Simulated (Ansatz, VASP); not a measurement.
ZnO: VASP beside Ansatz

The input INCAR:

```
  ALGO = Normal
  EDIFF = 1E-7
  ENCUT = 520
  GGA = PS
  ISIF = 2
  ISMEAR = 0
  LASPH = True
  LCHARG = True
  LELF = True
  LREAL = False
  LVHAR = True
  LWAVE = False
  NBANDS = 26
  NELM = 80
  PREC = Accurate
  SIGMA = 0.01
```

The input KPOINTS:

```
k-points
0
Gamma
  8 8 4
```

POSCAR

```
ZnO
1.0
    3.1390870580      0.0000000000      0.0000000000
   -1.5695435290      2.7185291369      0.0000000000
    0.0000000000      0.0000000000      5.0679598424
Zn O
2 2
Direct
    0.3333333333      0.6666666667      0.5001232048
    0.6666666667      0.3333333333      0.0001232048
    0.6666666667      0.3333333333      0.3788867952
    0.3333333333      0.6666666667      0.8788867952
```

Input for Ansatz:

```yaml
crystal:
  lattice:
    - [3.139087058, 0.0, 0.0]
    - [-1.569543529, 2.71852913692, 0.0]
    - [0.0, 0.0, 5.0679598424]
  atoms:
    - { symbol: Zn, position: [0.333333333333, 0.666666666667, 0.500123204757] }
    - { symbol: Zn, position: [0.666666666667, 0.333333333333, 0.000123204757] }
    - { symbol: O, position: [0.666666666667, 0.333333333333, 0.378886795243] }
    - { symbol: O, position: [0.333333333333, 0.666666666667, 0.878886795243] }
kpoints:
  mp_grid: { grid: [8, 8, 4] }
scf:
  occupations: { method: fixed }
  convergence: { dr2_threshold: 1.0e-10 }
hamiltonian:
  xc: pbesol
  pseudopotentials: { kind: all_electron, lapw: { basis_error: 0.0005 } }
output:
  forces: true
  stress: true
  eigenstates:
    kpoints:
      - [0.0, 0.0, 0.0]
      - [0.0, 0.0, -0.5]
      - [-0.5, 0.0, 0.0]
      - [-0.5, 0.5, 0.0]
      - [0.0, -0.5, 0.0]
      - [-0.5, 0.0, -0.5]
      - [-0.5, 0.5, -0.5]
      - [0.0, -0.5, -0.5]
  eigenvalues: true
```

Alike in both runs: task single point; functional PBEsol; k mesh 8 × 8 × 4; no spin polarisation.

```csv
,VASP,Ansatz
version,VASP 6.6.1,Ansatz 0.2.0
potentials or method,"VASP PAW PBE potentials, release 64 (Zn, O), cutoff 520 eV","all-electron LAPW, scalar-relativistic"
occupations,"gaussian, width 0.01 eV",fixed
```

VASP gave:

| Quantity | Value |
| --- | --- |
| gap on the k mesh at the Fermi level (eV) | 0.81 |
| pressure (GPa) | 16.5 |

**Question.** Estimate Ansatz's values.

**Answer.** gap on the k mesh at the Fermi level (eV): 0.84; pressure (GPa): 14.9.

VASP's potentials were made for PBE, not for PBEsol. Ansatz ran all-electron here, and VASP with PAW potentials.
